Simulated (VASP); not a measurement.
Here is a VASP 6.6.1 calculation.

POSCAR

```
Pt
1.0
   -1.5661094643      1.5661094643      1.5661094643
    1.5661094643     -1.5661094643      1.5661094643
    1.5661094643      1.5661094643     -1.5661094643
Pt
1
Direct
    0.0000000000      0.0000000000      0.0000000000
```

The input INCAR.step1:

```
ALGO = Normal
EDIFF = 1E-5
ENCUT = 520
GGA = PE
ISIF = 2
ISMEAR = -1
LASPH = True
LREAL = False
LWAVE = True
NBANDS = 11
NELM = 60
PREC = Accurate
SIGMA = 0.05
```

The input INCAR.step2:

```
AEXX = 0.25
ALGO = Normal
EDIFF = 1E-7
ENCUT = 520
GGA = PE
HFSCREEN = 0.3
ISIF = 2
ISMEAR = -1
ISTART = 1
LASPH = True
LCHARG = True
LELF = True
LHFCALC = True
LREAL = False
LVHAR = True
LWAVE = False
NBANDS = 11
NELM = 60
PREC = Accurate
PRECFOCK = Normal
SIGMA = 0.05
```

File KPOINTS:

```
k-points
0
Gamma
  6 6 6
```

Potentials or basis: VASP PAW PBE potentials, release 64 (Pt).

Launch:

```sh
$ cat potpaw_PBE.64/Pt/POTCAR > POTCAR
$ cp INCAR.step1 INCAR
$ mpirun -np 1 vasp_std > vasp.out
$ cp INCAR.step2 INCAR
$ mpirun -np 1 vasp_std > vasp.out
```

What does it give for the pressure?

0.3 GPa.

Estimate the band gap on the k mesh.

zero (bands 5 and 6 overlap by 2.69 eV).

Caveat: the k points lie up to 0.47 Å⁻¹ apart, too coarse for converged energies and pressures of a metal; the PAW data sets were made with another functional, which shifts forces and pressure a little; spin-orbit coupling is left out, which moves the levels of the heavy elements.
